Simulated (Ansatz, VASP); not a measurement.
## Two plane-wave programs on Al2Cu

```
CELL_PARAMETERS angstrom
4.02138 0.00000 0.00000
0.00000 4.02138 0.00000
0.00000 0.00000 2.83229
ATOMIC_POSITIONS crystal
Cu 0.00000 0.00000 0.00000
Al 0.00000 0.50000 0.50000
Al 0.50000 0.00000 0.50000
```

Alike in both runs: task single point; functional LDA; k mesh 7 × 7 × 9; occupations fermi-dirac, width 0.05 eV; no spin polarisation.

|  | VASP | Ansatz |
| --- | --- | --- |
| version | VASP 6.6.1 | Ansatz 0.2.0 |
| potentials or method | VASP PAW LDA potentials, release 64 (Cu, Al) | Ansatz PAW |
| plane-wave cutoff (eV) | 520 | 420 |
| valence electrons in the cell | 17 | 25 |

Ansatz gave:

| Property | Result |
| --- | --- |
| gap on the k mesh at the Fermi level (eV) | none |
| pressure (GPa) | 0.7 |
| traceless stress, the component that is largest in VASP (GPa) | -0.82 |

Problem. What did VASP give for the same quantities?

Solution. gap on the k mesh at the Fermi level (eV): none; pressure (GPa): 0.9; traceless stress, the component that is largest in VASP (GPa): -0.81.

LDA's correlation is that of Perdew and Zunger in VASP and of Perdew and Wang (1992) in Ansatz. A gap of «none» marks a metal or a gap that the smearing closes. VASP's potentials hold 17 valence electrons a cell and Ansatz's 25, so a difference there can come from the potentials and not from the codes.
